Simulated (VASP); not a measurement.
A run of VASP 6.6.1:

File INCAR:

```
ALGO = Normal
DIPOL = 0.5 0.5 0.366
EDIFF = 1E-6
ENCUT = 520
GGA = PE
IDIPOL = 3
ISIF = 2
ISMEAR = 0
LASPH = T
LCHARG = F
LDIPOL = T
LREAL = F
LWAVE = F
NBANDS = 32
NELM = 80
PREC = Accurate
SIGMA = 0.1
```

Contents of KPOINTS:

```
k-points
0
Gamma
  10 10 1
```

File POSCAR:

```
Mo3S
1.0
    2.7370454664      0.0000000000      0.0000000000
   -0.9123484888      2.5805112129      0.0000000000
    0.0000000000      0.0000000000     19.8082440452
Mo S
3 1
Direct
    0.5000000000      0.5000000000      0.2019361227
    0.0000000000      0.0000000000      0.3106875856
    0.5000000000      0.5000000000      0.4194336472
    0.6666666667      1.3333333333      0.5319968945
```

Potentials or basis: VASP PAW PBE potentials, release 64 (Mo_sv, S).

Launch:

```bash
$ cat potpaw_PBE.64/Mo_sv/POTCAR potpaw_PBE.64/S/POTCAR > POTCAR
$ mpirun -np 1 vasp_std > vasp.out
```

Hardware: 1 thread of AMD EPYC 7R43 64-Core Processor (Zen 3) (shared host).

Estimate the wall time of this run.

Run time: 4.4 min on 1 thread of AMD EPYC 7R43 64-Core Processor (Zen 3), on a shared host, peak memory 0.25 GiB. Counts: scf iterations 26, k points 31.
